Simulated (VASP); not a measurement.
Wanted: the native input for a VASP 6.6.1 run.

```yaml
Task: single point
Functional: PBEsol
Potentials_or_basis: VASP PAW PBE potentials, release 64 (Ba_sv, Ti_sv, O)
Cutoff: 520 eV
k_mesh: 6 × 6 × 6
Occupations: gaussian, width 0.01 eV
Spin: no spin polarisation
Dipole_correction: no
Further_INCAR_settings: ALGO = Normal; EDIFF = 1e-06; NBANDS = 28
```

The structure of BaTiO3 lies in POSCAR:

```
BaTiO3
1.0
    2.8645734641      1.6538621608      2.3489016697
   -2.8645734641      1.6538621608      2.3489016697
    0.0000000000     -3.3077243215      2.3489016697
Ba Ti O
1 1 3
Direct
    0.0000000000      0.0000000000      0.0000000000
    0.4845000000      0.4845000000      0.4845000000
    0.5086000000      0.5086000000      0.0175000000
    0.0175000000      0.5086000000      0.5086000000
    0.5086000000      0.0175000000      0.5086000000
```

The input as run:

INCAR

```
SYSTEM = BaTiO3
PREC     = Accurate       ! precision mode
ENCUT    = 520            ! plane-wave cutoff, eV
EDIFF    = 1E-6           ! SCF threshold, eV
ISMEAR   = 0              ! smearing method
SIGMA    = 0.01           ! smearing width, eV
LREAL    = .FALSE.        ! projectors in reciprocal space
LASPH    = .TRUE.         ! aspherical terms in the spheres
NELM     = 60             ! most SCF steps
ALGO     = Normal         ! electronic algorithm
ISIF     = 2              ! what is computed and relaxed
LWAVE    = .FALSE.        ! write WAVECAR
LCHARG   = .TRUE.         ! write CHGCAR
GGA      = PS             ! functional
LELF     = .TRUE.         ! ELF
LVHAR    = .TRUE.       
NBANDS   = 28             ! bands
```

KPOINTS

```
regular mesh
0
G
  6 6 6
  0 0 0
```

Potentials or basis: VASP PAW PBE potentials, release 64 (Ba_sv, Ti_sv, O).

The run is started by

```console
$ cat potpaw_PBE.64/Ba_sv/POTCAR potpaw_PBE.64/Ti_sv/POTCAR potpaw_PBE.64/O/POTCAR > POTCAR
$ mpirun -np 1 vasp_std > vasp.out
```

It gave:

```json
{
 "Pressure": "-5.7 GPa",
 "Largest force": "0.258 eV/Å",
 "Band gap on the k mesh": "2.24 eV, indirect (least direct gap 2.67 eV)"
}
```

Caveat: the PAW data sets were made with another functional, which shifts forces and pressure a little; spin-orbit coupling is left out, which moves the levels of the heavy elements.

Run time: 37 s on 1 thread of Intel(R) Xeon(R) Platinum 8488C (Sapphire Rapids), with other jobs on the host, peak memory 0.2 GiB.
